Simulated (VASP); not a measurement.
# GaP (F-43m) in VASP: notebook

Runs on GaP. Level: LDA. Tasks: single point, relaxation of cell and atoms.

All numbers are computed with VASP 6.6.1; they aren't measurements. Logs are shortened: lines on timing, memory, paths and dates and some standing lists are left out, and cuts for length are marked.

## (1) The cell of the first run

Symmetry: F-43m, No. 216, cubic system. Conventional cell: a = 5.433 Å, b = 5.433 Å, c = 5.433 Å, α = 90.00°, β = 90.00°, γ = 90.00°. Ga (site symmetry -43m) has 4 P at 2.35 Å within 3.1 Å. Within 3.1 Å of P (site symmetry -43m) lie 4 Ga at 2.35 Å.

## (2) Single point, LDA

File INCAR:

```
PREC     = Accurate       # precision mode
ENCUT    = 520            # plane-wave cutoff, eV
EDIFF    = 1E-7           # SCF threshold, eV
ISMEAR   = 0              # smearing method
SIGMA    = 0.01           # smearing width, eV
LREAL    = F              # projectors in reciprocal space
LASPH    = T              # aspherical terms in the spheres
NELM     = 100            # most SCF steps
ALGO     = Normal         # electronic algorithm
ISIF     = 2              # what is computed and relaxed
LWAVE    = F              # write WAVECAR
LCHARG   = F              # write CHGCAR
NBANDS   = 16             # bands
```

File KPOINTS:

```
Automatic mesh
0
Gamma
  8 8 8
```

File POSCAR:

```
GaP
1.0
    2.7163254375      2.7163254375      0.0000000000
   -2.7163254375      2.7163254375      0.0000000000
    0.0000000000      2.7163254375      2.7163254375
Ga P
1 1
Direct
    0.0000000000      0.0000000000      0.0000000000
    0.7500000000      0.2500000000      0.5000000000
```

Potentials or basis: VASP PAW LDA potentials, release 64 (Ga_d, P).

Launch:

```sh
> cat potpaw_LDA.64/Ga_d/POTCAR potpaw_LDA.64/P/POTCAR > POTCAR
> mpirun -np 1 vasp_std > vasp.out
```

OUTCAR:

```text
PREC = Accurate
   ENCUT = 520
   EDIFF = 1E-7
   ISMEAR = 0
   LREAL = F
   LASPH = T
   NELM = 100
   ISIF = 2

 ion  position               nearest neighbor table
   1  0.000  0.000  0.000-   2 2.35   2 2.35   2 2.35   2 2.35
   2  0.750  0.250  0.500-   1 2.35   1 2.35   1 2.35   1 2.35

  LATTYP: Found a face centered cubic cell.
 ALAT       =     5.4326508750

  Lattice vectors:

 A1 = (   0.0000000000,   2.7163254375,   2.7163254375)
 A2 = (   2.7163254375,   0.0000000000,   2.7163254375)
 A3 = (   2.7163254375,   2.7163254375,   0.0000000000)

Analysis of symmetry for initial positions (statically):
=====================================================================
 Subroutine PRICEL returns:
 Original cell was already a primitive cell.

 Routine SETGRP: Setting up the symmetry group for a
 face centered cubic supercell.

 Subroutine GETGRP returns: Found 24 space group operations
 (whereof 24 operations were pure point group operations)
 out of a pool of 48 trial point group operations.

The static configuration has the point symmetry T_d .

Analysis of symmetry for dynamics (positions and initial velocities):
=====================================================================
 Subroutine PRICEL returns:
 Original cell was already a primitive cell.

 Routine SETGRP: Setting up the symmetry group for a
 face centered cubic supercell.

 Subroutine GETGRP returns: Found 24 space group operations
 (whereof 24 operations were pure point group operations)
 out of a pool of 48 trial point group operations.

The dynamic configuration has the point symmetry T_d .

 Subroutine INISYM returns: Found 24 space group operations
 (whereof 24 operations are pure point group operations),
 and found     1 'primitive' translations

----------------------------------------------------------------------------------------

                                     Primitive cell

  volume of cell :      40.0844

  direct lattice vectors                    reciprocal lattice vectors
     2.716325438  2.716325438  0.000000000     0.184072200  0.184072200 -0.184072200
    -2.716325438  2.716325438  0.000000000    -0.184072200  0.184072200 -0.184072200
     0.000000000  2.716325438  2.716325438     0.000000000  0.000000000  0.368144401

  length of vectors
     3.841464274  3.841464274  3.841464274     0.318822403  0.318822403  0.368144401

  position of ions in fractional coordinates (direct lattice)
     0.000000000  0.000000000  0.000000000
     0.750000000  0.250000000  0.500000000

  ion indices of the primitive-cell ions
   primitive index   ion index
                 1           1
                 2           2

----------------------------------------------------------------------------------------

 KPOINTS: Automatic mesh

Automatic generation of k-mesh.
 Grid dimensions read from file:
 generate k-points for:    8    8    8

 Generating k-lattice:

  Cartesian coordinates                     Fractional coordinates (reciprocal lattice)
     0.023009025  0.023009025 -0.023009025     0.125000000  0.000000000  0.000000000
    -0.023009025  0.023009025 -0.023009025     0.000000000  0.125000000  0.000000000
     0.000000000  0.000000000  0.046018050     0.000000000  0.000000000  0.125000000

  Length of vectors
     0.039852800  0.039852800  0.046018050

  Shift w.r.t. Gamma in fractional coordinates (k-lattice)
     0.000000000  0.000000000  0.000000000

 Subroutine IBZKPT returns following result:
 ===========================================

 Found     29 irreducible k-points:

 Following reciprocal coordinates:
            Coordinates               Weight
  0.000000  0.000000  0.000000      1.000000
  0.125000  0.000000  0.000000      8.000000
  0.250000  0.000000  0.000000      8.000000
  0.375000  0.000000  0.000000      8.000000
  0.500000  0.000000  0.000000      4.000000
  0.125000  0.125000  0.000000     12.000000
[... 16 lines left out ...]
  0.375000  0.250000  0.125000     48.000000
  0.500000  0.250000  0.125000     24.000000
 [... further k-points ...]
   k-points           NKPTS =     29   k-points in BZ     NKDIM =     29   number of bands    NBANDS=     16
   number of dos      NEDOS =    301   number of ions     NIONS =      2
   total plane-waves  NPLWV =  27000
   dimension x,y,z NGX =    30 NGY =   30 NGZ =   30
   dimension x,y,z NGXF=    60 NGYF=   60 NGZF=   60
   ions per type =               1   1
   NGX,Y,Z   is equivalent  to a cutoff of  12.98, 12.98, 12.98 a.u.
   NGXF,Y,Z  is equivalent  to a cutoff of  25.97, 25.97, 25.97 a.u.
 SYSTEM =  unknown system
   PREC   = accura    normal or accurate (medium, high low for compatibility)
   ISTART =      0    job   : 0-new  1-cont  2-samecut
   ICHARG =      2    charge: 1-file 2-atom 10-const
   ISPIN  =      1    spin polarized calculation?
   LNONCOLLINEAR =      F non collinear calculations
   LSORBIT =      F    spin-orbit coupling
   LASPH  =      T    aspherical Exc in radial PAW
   ENCUT  =  520.0 eV  38.22 Ry    6.18 a.u.   7.14  7.14  7.14*2*pi/ulx,y,z
   NELM   =    100;   NELMIN=  2; NELMDL= -5     # of ELM steps
   EDIFF  = 0.1E-06   stopping-criterion for ELM
   LREAL  =      F    real-space projection
   EDIFFG = 0.1E-05   stopping-criterion for IOM
   NSW    =      0    number of steps for IOM
   IBRION =     -1    ionic relax: 0-MD 1-quasi-New 2-CG
   NFREE  =      0    steps in history (QN), initial steepest desc. (CG)
   ISIF   =      2    stress and relaxation
   ISYM   =      2    0-nonsym 1-usesym 2-fastsym
   POTIM  = 0.5000    time-step for ionic-motion
   TEBEG  =    0.0;   TEEND  =   0.0 temperature during run
   PSTRESS=    0.0 pullay stress
   NELECT =      18.0000    total number of electrons
   NUPDOWN=      -1.0000    fix difference up-down
   EMIN   =  10.00;   EMAX   =-10.00  energy-range for DOS
   EFERMI =   0.00;   METHOD = LEGACY
   ISMEAR =     0;   SIGMA  =   0.01  broadening in eV -4-tet -1-fermi 0-gaus
   EFERMI_NEDOS =   21; number of points for ismear=-14 and -15
   IALGO  =     38    algorithm
   IMIX   =      4    mixing-type and parameters
     AMIX     =   0.40;   BMIX     =  1.00
     AMIX_MAG =   1.60;   BMIX_MAG =  1.00
  volume/ion in A,a.u.               =      20.04       135.25
  Fermi-wavevector in a.u.,A,eV,Ry     =   1.253643  2.369042 21.383197  1.571621
  Thomas-Fermi vector in A             =   2.387486
   LORBIT       =      0    0 simple, 1 ext, 2 COOP (PROOUT), +10 PAW based schemes
   GGA     = CA    functional components
   LHFCALC =     F    Hartree Fock is set to
   AEXX    =    0.0000 exact exchange contribution
   IVDW    =     0    specifies the selected vdW correction
   LEPSILON=     F    determine dielectric tensor
   LRPA    =     F    only Hartree local field effects (RPA)
 non-spin polarized calculation
 Gauss-broadening in eV      SIGMA  =   0.01
  energy-cutoff  :      520.00
  volume of cell :       40.08
 maximum number of plane-waves:      1106
 NGX is ok and might be reduce to    30
   NGX = 15   NGY = 15   NGZ = 15

 number of electron      17.9999987 magnetization

 Free energy of the ion-electron system (eV)
  ---------------------------------------------------
  ext. energy  EPLUGINS =         0.00000000
  ---------------------------------------------------
  free energy    TOTEN  =       -10.44577374 eV

  energy without entropy =      -10.44577374  energy(sigma->0) =      -10.44577374

 E-fermi :   4.7413     XC(G=0): -10.2080

 val. band max:        4.6071005588   @ k =   0.0000   0.0000   0.0000
 cond. band min:       6.0836149496   @ k =   0.5000   0.5000   0.0000
 fundamental gap:      1.4765143907
 Fermi energy:         4.7412682633

 k-point     1 :       0.0000    0.0000    0.0000
  band No.  band energies     occupation
      1     -10.1156      2.00000
      2     -10.1156      2.00000
      3     -10.1156      2.00000
      4     -10.0145      2.00000
      5     -10.0145      2.00000
      6      -7.9768      2.00000
[... 8 lines left out ...]
     15      14.4187      0.00000
     16      14.4187      0.00000

 k-point     2 :       0.1250    0.0000    0.0000
  band No.  band energies     occupation
      1     -10.1286      2.00000
      2     -10.1108      2.00000
      3     -10.1108      2.00000
      4     -10.0146      2.00000
      5     -10.0145      2.00000
      6      -7.7719      2.00000
[... 8 lines left out ...]
     15      13.7490      0.00000
     16      14.0689      0.00000

 k-point     3 :       0.2500    0.0000    0.0000
  band No.  band energies     occupation
      1     -10.1575      2.00000
      2     -10.1006      2.00000
      3     -10.1006      2.00000
      4     -10.0133      2.00000
      5     -10.0133      2.00000
      6      -7.1894      2.00000
[... 8 lines left out ...]
     15      13.5484      0.00000
     16      14.3041      0.00000

 k-point     4 :       0.3750    0.0000    0.0000
  band No.  band energies     occupation
      1     -10.1838      2.00000
      2     -10.0929      2.00000
      3     -10.0929      2.00000
      4     -10.0094      2.00000
      5     -10.0094      2.00000
      6      -6.3699      2.00000
[... 8 lines left out ...]
     15      14.7572      0.00000
     16      14.7572      0.00000

 k-point     5 :       0.5000    0.0000    0.0000
  band No.  band energies     occupation
      1     -10.1941      2.00000
      2     -10.0905      2.00000
      3     -10.0905      2.00000
      4     -10.0070      2.00000
      5     -10.0070      2.00000
      6      -5.8601      2.00000
[... 8 lines left out ...]
     15      16.3025      0.00000
     16      16.3025      0.00000

 k-point     6 :       0.1250    0.1250    0.0000
  band No.  band energies     occupation
      1     -10.1471      2.00000
      2     -10.1053      2.00000
      3     -10.1012      2.00000
      4     -10.0175      2.00000
      5     -10.0117      2.00000
      6      -7.4405      2.00000
[... 8 lines left out ...]
     15      14.0083      0.00000
     16      15.2352      0.00000

 k-point     7 :       0.2500    0.1250    0.0000
  band No.  band energies     occupation
      1     -10.1724      2.00000
      2     -10.0943      2.00000
      3     -10.0927      2.00000
      4     -10.0169      2.00000
      5     -10.0098      2.00000
      6      -6.7650      2.00000
[... 8 lines left out ...]
     15      15.0245      0.00000
     16      15.7995      0.00000

 k-point     8 :       0.3750    0.1250    0.0000
  band No.  band energies     occupation
      1     -10.1912      2.00000
      2     -10.0886      2.00000
      3     -10.0862      2.00000
      4     -10.0112      2.00000
      5     -10.0098      2.00000
      6      -5.9655      2.00000
[... 8 lines left out ...]
     15      14.8898      0.00000
     16      16.7859      0.00000

 k-point     9 :       0.5000    0.1250    0.0000
  band No.  band energies     occupation
      1     -10.1952      2.00000
      2     -10.0882      2.00000
      3     -10.0837      2.00000
      4     -10.0141      2.00000
      5     -10.0057      2.00000
      6      -5.7807      2.00000
[... 8 lines left out ...]
     15      16.3023      0.00000
     16      16.4398      0.00000
[... 172 lines left out ...]
 k-point    19 :       0.5000    0.3750    0.0000
  band No.  band energies     occupation
      1     -10.2222      2.00000
      2     -10.0591      2.00000
      3     -10.0543      2.00000
      4     -10.0441      2.00000
      5      -9.9955      2.00000
      6      -5.1578      2.00000
[... 8 lines left out ...]
     15      16.6430      0.00000
     16      17.7864      0.00000

 k-point    20 :      -0.3750    0.3750    0.0000
  band No.  band energies     occupation
      1     -10.2169      2.00000
      2     -10.0594      2.00000
      3     -10.0594      2.00000
      4     -10.0453      2.00000
      5      -9.9955      2.00000
      6      -5.7714      2.00000
[... 8 lines left out ...]
     15      16.4072      0.00000
     16      19.4679      0.00000

 k-point    21 :       0.5000    0.5000    0.0000
  band No.  band energies     occupation
      1     -10.2304      2.00000
      2     -10.0515      2.00000
      3     -10.0492      2.00000
      4     -10.0492      2.00000
      5      -9.9922      2.00000
      6      -4.9278      2.00000
[... 8 lines left out ...]
     15      17.0647      0.00000
     16      17.5733      0.00000

 k-point    22 :       0.2500    0.2500    0.1250
  band No.  band energies     occupation
      1     -10.1800      2.00000
      2     -10.0886      2.00000
      3     -10.0845      2.00000
      4     -10.0257      2.00000
      5     -10.0053      2.00000
      6      -6.6923      2.00000
[... 8 lines left out ...]
     15      15.6985      0.00000
     16      16.8677      0.00000

 k-point    23 :       0.3750    0.2500    0.1250
  band No.  band energies     occupation
      1     -10.1947      2.00000
      2     -10.0850      2.00000
      3     -10.0751      2.00000
      4     -10.0236      2.00000
      5     -10.0054      2.00000
      6      -5.9175      2.00000
[... 8 lines left out ...]
     15      16.0437      0.00000
     16      17.3755      0.00000

 k-point    24 :       0.5000    0.2500    0.1250
  band No.  band energies     occupation
      1     -10.2001      2.00000
      2     -10.0846      2.00000
      3     -10.0719      2.00000
      4     -10.0199      2.00000
      5     -10.0071      2.00000
      6      -5.4424      2.00000
[... 8 lines left out ...]
     15      16.5218      0.00000
     16      17.0568      0.00000

 [... further k-points ...]

------------------------ aborting loop because EDIFF is reached ----------------------------------------

  FORCE on cell =-STRESS in cart. coord.  units (eV):
  Direction    XX          YY          ZZ          XY          YZ          ZX
  --------------------------------------------------------------------------------------
  -------------------------------------------------------------------------------------
  Total       -0.4640683     -0.4640683     -0.4640683      0.0000000      0.0000000      0.0000000
  in kB      -18.5488550    -18.5488550    -18.5488550      0.0000000      0.0000000      0.0000000
  external PRESSURE =     -18.5488550 kB  Pullay stress =       0.0000000 kB

 VOLUME and BASIS-vectors are now :
 -----------------------------------------------------------------------------
  energy-cutoff  :      520.00
  volume of cell :       40.08
      direct lattice vectors                 reciprocal lattice vectors
     2.716325438  2.716325438  0.000000000     0.184072200  0.184072200 -0.184072200
    -2.716325438  2.716325438  0.000000000    -0.184072200  0.184072200 -0.184072200
     0.000000000  2.716325438  2.716325438     0.000000000  0.000000000  0.368144401

 POSITION                                       TOTAL-FORCE (eV/Angst)
 -----------------------------------------------------------------------------------
      0.00000      0.00000      0.00000        -0.000000      0.000000      0.000000
      1.35816      4.07449      1.35816         0.000000     -0.000000      0.000000
 -----------------------------------------------------------------------------------
    total drift:                                0.000000     -0.000000     -0.000000

  FREE ENERGIE OF THE ION-ELECTRON SYSTEM (eV)
  ---------------------------------------------------
  free  energy   TOTEN  =       -10.4457737412 eV

  energy  without entropy=      -10.4457737412  energy(sigma->0) =      -10.44577374
```

Wall time 21 s (1 thread of Intel Xeon Platinum 8259CL at 2.50GHz (Skylake/Cascade Lake), shared host); peak memory 0.15 GiB.

What came out:

* Free energy: -10.4458 eV
* Pressure: -1.9 GPa
* Band gap on the k mesh: 1.48 eV, indirect (least direct gap 1.72 eV)

Levels at points of the mesh, in eV from the valence-band top:
```csv
k point,band 7,band 8,band 9,band 10,band 11,band 12
"(0.00, 0.00, 0.00)",0.00,0.00,0.00,1.72,3.79,3.79
"(0.50, 0.00, 0.00)",-6.77,-1.14,-1.14,1.55,4.63,4.63
"(0.50, 0.50, 0.00)",-6.89,-2.74,-2.74,1.48,1.67,10.53
```

A k mesh can miss the band edges. LDA gaps usually lie below the measured ones, often by a third to a half.

## (3) Relaxation of cell and atoms, LDA, target pressure -2 GPa, at which the enthalpy is minimised

This run uses another cell than the first one, of 19.59 Å³/atom, 0.977 times its volume.

File INCAR:

```
PREC     = Accurate       # precision mode
ENCUT    = 600            # plane-wave cutoff, eV
EDIFF    = 1E-6           # SCF threshold, eV
ISMEAR   = 0              # smearing method
SIGMA    = 0.01           # smearing width, eV
LREAL    = False          # projectors in reciprocal space
LASPH    = True           # aspherical terms in the spheres
NELM     = 60             # most SCF steps
ALGO     = Normal         # electronic algorithm
ISIF     = 3              # what is computed and relaxed
LWAVE    = False          # write WAVECAR
LCHARG   = False          # write CHGCAR
GGA      = CA             # functional
IBRION   = 2              # ionic algorithm
NSW      = 100            # ionic steps
EDIFFG   = -0.002         # ionic threshold
PSTRESS  = -20.0
```

KPOINTS is that of step 2.

File POSCAR:

```
GaP
1.0
    2.6956870601      2.6956870601      0.0000000000
   -2.6956870601      2.6956870601      0.0000000000
    0.0000000000      2.6956870601      2.6956870601
Ga P
1 1
Direct
    0.0000000000      0.0000000000      0.0000000000
    0.7500000000      0.2500000000      0.5000000000
```

Potentials or basis: VASP PAW LDA potentials, release 64 (Ga_d, P).

Launch:

```sh
> cat potpaw_LDA.64/Ga_d/POTCAR potpaw_LDA.64/P/POTCAR > POTCAR
> mpirun -np 1 vasp_std > vasp.out
```

It took 35 s on 1 thread of Intel Xeon Platinum 8259CL at 2.50GHz (Skylake/Cascade Lake), shared host; peak memory 0.16 GiB.

The run converged. Its results:

- Free energy: -10.4449 eV
- Relaxed volume: 20.07 Å³/atom
- Relaxed cell: a = 3.843 Å, b = 3.843 Å, c = 3.843 Å, α = 60.00°, β = 60.00°, γ = 90.00°
- Space group after relaxing (to 0.05 Å): F-43m (No. 216)
- Energy change on relaxing (the enthalpy is what falls): +3.0 meV/atom
- Ionic steps: 3
- Pressure after relaxing: -2.0 GPa
- Band gap on the k mesh: 1.48 eV, indirect (least direct gap 1.71 eV)

The path:
| step | energy change (eV) | largest force (eV/Å) | pressure (GPa) | volume (Å³) |
| --- | --- | --- | --- | --- |
| 1 | 0.0000 | 0.0000 | 0.07 | 39.18 |
| 2 | 0.0134 | 0.0000 | -2.99 | 40.63 |
| 3 | 0.0059 | 0.0000 | -1.99 | 40.15 |

Final structure:
```cif
data_structure
_symmetry_space_group_name_H-M 'P 1'
_symmetry_Int_Tables_number 1
_cell_length_a 3.8435
_cell_length_b 3.8435
_cell_length_c 3.8435
_cell_angle_alpha 60.000
_cell_angle_beta 60.000
_cell_angle_gamma 90.000
_cell_volume 40.15
loop_
_atom_site_label
_atom_site_type_symbol
_atom_site_fract_x
_atom_site_fract_y
_atom_site_fract_z
_atom_site_occupancy
Ga1 Ga 0.00000 0.00000 0.00000 1
P1 P 0.75000 0.25000 0.50000 1
```

Levels at points of the mesh, in eV from the valence-band top:
| k point | band 5 | band 6 | band 7 | band 8 | band 9 | band 10 | band 11 | band 12 | band 13 |
| --- | --- | --- | --- | --- | --- | --- | --- | --- | --- |
| (0.00, 0.00, 0.00) | -14.62 | -12.57 | 0.00 | 0.00 | 0.00 | 1.71 | 3.79 | 3.79 | 3.79 |
| (0.50, 0.00, 0.00) | -14.61 | -10.46 | -6.76 | -1.14 | -1.14 | 1.54 | 4.63 | 4.63 | 8.06 |
| (0.50, 0.50, 0.00) | -14.60 | -9.53 | -6.88 | -2.74 | -2.74 | 1.48 | 1.68 | 10.52 | 10.52 |

Caveat: the cell is relaxed towards a set pressure, so the enthalpy falls and the energy may rise. A k mesh can miss the band edges.
